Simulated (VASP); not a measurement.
GaN, 2 atoms in the cell. It takes space group Fm-3m (No. 225, cubic). Conventional cell: a = 4.206 Å, b = 4.206 Å, c = 4.206 Å, α = 90.00°, β = 90.00°, γ = 90.00°. Ga (site symmetry m-3m) has 6 N at 2.10 Å within 2.8 Å. N (site symmetry m-3m) has 6 Ga at 2.10 Å within 2.8 Å.  This cell differs from its parent crystal: strain -0.015 along x and y, -0.015 along z.

- Program: VASP 6.6.1
- Task: single point
- Functional: PBE
- Potentials or basis: VASP PAW PBE potentials, release 64 (Ga_d, N)
- Cutoff: 520 eV
- k mesh: 14 × 14 × 14
- Occupations: gaussian, width 0.05 eV
- Spin: no spin polarisation
- Dipole correction: no
- Further INCAR settings: ALGO = Normal; EDIFF = 1e-06; NBANDS = 16

Potentials or basis: VASP PAW PBE potentials, release 64 (Ga_d, N).

The run is started by

```console
$ cat potpaw_PBE.64/Ga_d/POTCAR potpaw_PBE.64/N/POTCAR > POTCAR
$ mpirun -np 1 vasp_std > vasp.out
```

Hardware: 1 thread of Intel(R) Xeon(R) Platinum 8488C (Sapphire Rapids), on a shared host.

How long does it take, and how much memory?

It took 19 s on 1 thread of Intel(R) Xeon(R) Platinum 8488C (Sapphire Rapids), on a shared host, peak memory 0.15 GiB. Counts: scf iterations 13, k points 104.
